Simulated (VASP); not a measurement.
A run of VASP 6.6.1 is set up as follows.

INCAR

```
SYSTEM = AlB3As4
  ALGO = Normal
  EDIFF = 1E-7
  EDIFFG = -0.04
  ENCUT = 600
  GGA = PE
  IBRION = 2
  ISIF = 3
  ISMEAR = 0
  LASPH = .TRUE.
  LCHARG = .FALSE.
  LREAL = .FALSE.
  LWAVE = .FALSE.
  NELM = 80
  NSW = 90
  PREC = Accurate
  SIGMA = 0.1
```

Contents of KPOINTS:

```
k-points
0
G
  6 6 2
  0 0 0
```

Contents of POSCAR:

```
AlB3As4
1.0
    3.6130092600      0.0000000000      0.0000000000
   -1.8065046300      3.1289578000      0.0000000000
    0.0000000000      0.0000000000     11.8757273100
Al B As
1 3 4
Direct
    0.3333333300      0.6666666700      0.0003415000
    0.3333333300      0.6666666700      0.5003415000
    0.6666666700      0.3333333300      0.2503415000
    0.6666666700      0.3333333300      0.7503415000
    0.3333333300      0.6666666700      0.1876585000
    0.3333333300      0.6666666700      0.6876585000
    0.6666666700      0.3333333300      0.4376585000
    0.6666666700      0.3333333300      0.9376585000
```

Potentials or basis: VASP PAW PBE potentials, release 64 (Al, B, As).

Launch:

```bash
$ cat potpaw_PBE.64/Al/POTCAR potpaw_PBE.64/B/POTCAR potpaw_PBE.64/As/POTCAR > POTCAR
$ mpirun -np 1 vasp_std > vasp.out
```

(1) Estimate the space group after relaxing (to 0.1 Å).

(2) Predict the relaxed volume.

## Answers

(1) P3m1 (No. 156).

(2) 16.12 Å³/atom.
